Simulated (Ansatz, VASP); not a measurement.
# Two plane-wave programs on AlN

Contents of INCAR:

```
PREC     = Accurate       # precision mode
ENCUT    = 520            # plane-wave cutoff, eV
EDIFF    = 1E-6           # SCF threshold, eV
ISMEAR   = 0              # smearing method
SIGMA    = 0.05           # smearing width, eV
LREAL    = F              # projectors in reciprocal space
LASPH    = T              # aspherical terms in the spheres
NELM     = 80             # most SCF steps
ALGO     = Normal         # electronic algorithm
ISIF     = 2              # what is computed and relaxed
LWAVE    = F              # write WAVECAR
LCHARG   = F              # write CHGCAR
GGA      = CA             # functional
NBANDS   = 26             # bands
```

File KPOINTS:

```
regular mesh
0
Gamma
  8 6 4
```

File POSCAR:

```
AlN
1.0
   -1.6378403119      2.8368226349      0.0000000000
    0.0000000000      0.0000000000      4.1006264518
    4.9135209358      2.8368226349      0.0000000000
Al N
4 4
Direct
    0.6362041974      0.7500000000      0.1615950948
    1.0000000000      0.7500000000      0.6666666667
    0.0000000000      0.2500000000      0.3333333333
    0.5000000000      0.2500000000      0.8333333333
    0.5000000000      0.2500000000      0.1666666667
    1.0000000000      0.2500000000      0.6666666667
    0.0000000000      0.7500000000      0.3333333333
    0.5000000000      0.7500000000      0.8333333333
```

Input for Ansatz:

```yaml
crystal:
  lattice:
    - [-1.6378403119, 2.8368226349, 0.0]
    - [0.0, 0.0, 4.1006264518]
    - [4.9135209358, 2.8368226349, 0.0]
  atoms:
    - { symbol: Al, position: [0.6362041974, 0.75, 0.1615950948] }
    - { symbol: Al, position: [1.0, 0.75, 0.6666666667] }
    - { symbol: Al, position: [0.0, 0.25, 0.3333333333] }
    - { symbol: Al, position: [0.5, 0.25, 0.8333333333] }
    - { symbol: "N", position: [0.5, 0.25, 0.1666666667] }
    - { symbol: "N", position: [1.0, 0.25, 0.6666666667] }
    - { symbol: "N", position: [0.0, 0.75, 0.3333333333] }
    - { symbol: "N", position: [0.5, 0.75, 0.8333333333] }
basis:
  ecutwfc: 420
kpoints:
  mp_grid: { grid: [8, 6, 4] }
hamiltonian:
  xc: lda
  pseudopotentials: { kind: paw, azcp: { folder: soft_1 } }
scf:
  occupations: { method: gaussian, width: 0.05 }
output:
  forces: true
  stress: true
  eigenvalues: true
```

Alike in both runs: task single point; functional LDA; k mesh 8 × 6 × 4; occupations gaussian, width 0.05 eV; no spin polarisation.

|  | VASP | Ansatz |
| --- | --- | --- |
| version | VASP 6.6.1 | Ansatz 0.2.0 |
| potentials or method | VASP PAW LDA potentials, release 64 (Al, N), cutoff 520 eV | scalar-relativistic, plane waves, PAW |
| valence electrons in the cell | 32 | 32 |

VASP gave:

```
gap on the k mesh at the Fermi level (eV)                     : 3.30
least direct gap on the mesh (eV)                             : 3.30
pressure (GPa)                                                : 9.8
traceless stress, the component that is largest in VASP (GPa) : 20.06
rms of the force components (eV/Å)                            : 3.271
```

Estimate Ansatz's values.

gap on the k mesh at the Fermi level (eV): 3.30; least direct gap on the mesh (eV): 3.30; pressure (GPa): 9.0; traceless stress, the component that is largest in VASP (GPa): 19.50; rms of the force components (eV/Å): 3.208.

Ansatz warns that its potentials were made for another functional, while VASP's fit it. LDA's correlation is that of Perdew and Zunger in VASP and of Perdew and Wang (1992) in Ansatz. Atom by atom the forces differ by 0.063 eV/Å (rms over components).
